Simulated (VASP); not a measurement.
A run of VASP 6.6.1 is set up as follows.

File INCAR:

```
ALGO = Normal
EDIFF = 1E-6
ENCUT = 520
ISIF = 2
ISMEAR = -1
LASPH = T
LCHARG = F
LREAL = F
LWAVE = F
NBANDS = 21
NELM = 100
PREC = Accurate
SIGMA = 0.05
```

KPOINTS

```
k-points
0
Gamma
  14 14 14
```

File POSCAR:

```
Ti2C
1.0
    1.4426034164      0.8328874708      3.5689454195
   -1.4426034164      0.8328874708      3.5689454195
    0.0000000000     -1.6657749416      3.5689454194
Ti C
2 1
Direct
    0.2587507632      0.2587507632      0.2587507632
    0.7412492368      0.7412492368      0.7412492368
    0.5000000000      0.5000000000      0.5000000000
```

Potentials or basis: VASP PAW LDA potentials, release 64 (Ti_sv, C).

Launch:

```console
$ cat potpaw_LDA.64/Ti_sv/POTCAR potpaw_LDA.64/C/POTCAR > POTCAR
$ mpirun -np 1 vasp_std > vasp.out
```

(1) Predict the band gap on the k mesh.

(2) Predict the largest force.

(3) What does it give for the pressure?

## Answers

(1) zero (bands 14 and 15 overlap by 0.53 eV).

(2) 0.023 eV/Å.

(3) 108.3 GPa.

Caveat: the cell stands under pressure.
